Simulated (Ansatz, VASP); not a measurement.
# Mg in VASP and in Ansatz

```
Mg
1.0
     3.20927   -0.03209   -0.03209
    -1.63243    2.79536   -0.01175
    -0.05210   -0.05210    5.21033
Mg
2
Direct
  0.33333 0.66667 0.25000
  0.66667 0.33333 0.75000
```

Change from the starting cell: equal xy, yz and zx shear strains of -2 %, PAW files.

Alike in both runs: task electric field gradients; functional PBEsol; k mesh 12 × 12 × 7; occupations fermi-dirac, width 0.08 eV; no spin polarisation.

|  | VASP | Ansatz |
| --- | --- | --- |
| version | VASP 6.6.1 | Ansatz 0.2.0 |
| potentials or method | VASP PAW PBE potentials, release 64 (Mg) | PAW with Ansatz's default frozen-core files, scalar-relativistic |
| plane-wave cutoff (eV) | 520 | 420 |
| valence electrons in the cell | 4 | 20 |

|  | VASP | Ansatz | Ansatz less VASP |
| --- | --- | --- | --- |
| pressure (GPa) | -1.1 | -1.1 | +0.06 |
| traceless stress, the component that is largest in VASP (GPa) | -0.45 | -0.45 | +0.002 |
| rms of the force components (eV/Å) | 0.011 | 0.011 | +0.0001 |
| size of Vzz on the site where it differs most (V/Å²) | 1.1 | 1.0 | -0.08 |

VASP's potentials were made for PBE, not for PBEsol. Atom by atom the forces differ by 0.000 eV/Å (rms over components). VASP's potentials hold 4 valence electrons a cell and Ansatz's 20, so a difference there can come from the potentials and not from the codes.
